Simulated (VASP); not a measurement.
Input of a VASP 6.6.1 run:

The input INCAR:

```
SYSTEM = Ru
PREC = Accurate
ENCUT = 520
EDIFF = 1E-7
ISMEAR = -1
SIGMA = 0.1
LREAL = .False.
LASPH = .True.
NELM = 80
ALGO = Normal
ISIF = 2
LWAVE = .False.
LCHARG = .True.
GGA = B5
ALDAX = 1.0
AGGAX = 1.0
AGGAC = 1.0
ALDAC = 0.0
LELF = .True.
LVHAR = .True.
NBANDS = 36
```

File KPOINTS:

```
Automatic mesh
0
Gamma
  15 15 4
  0 0 0
```

The input POSCAR:

```
Ru
1.0
    2.8595269444      0.0000000000      0.0000000000
   -1.4297634722      2.4764229767      0.0000000000
    0.0000000000      0.0000000000      9.1695357646
Ru
4
Direct
    1.0000000000      1.0000000000      1.0000000000
    1.0000000000      1.0000000000      0.5000000000
    0.3333333333      0.6666666667      0.2500000000
    0.6666666667      0.3333333333      0.7500000000
```

Potentials or basis: VASP PAW PBE potentials, release 64 (Ru_pv).

Launch:

```console
$ cat potpaw_PBE.64/Ru_pv/POTCAR > POTCAR
$ mpirun -np 1 vasp_std > vasp.out
```

Question: Predict the pressure.

Answer: -22.2 GPa.

Question: What does it give for the band gap on the k mesh?

Answer: Zero (bands 28 and 29 overlap by 2.15 eV).

Stress tensor (GPa, compression positive):
```
-22.08   0.00   0.00
  0.00 -22.08   0.00
  0.00   0.00 -22.40
```

Caveat: the cell stands under tension; the PAW data sets were made with another functional, which shifts forces and pressure a little.
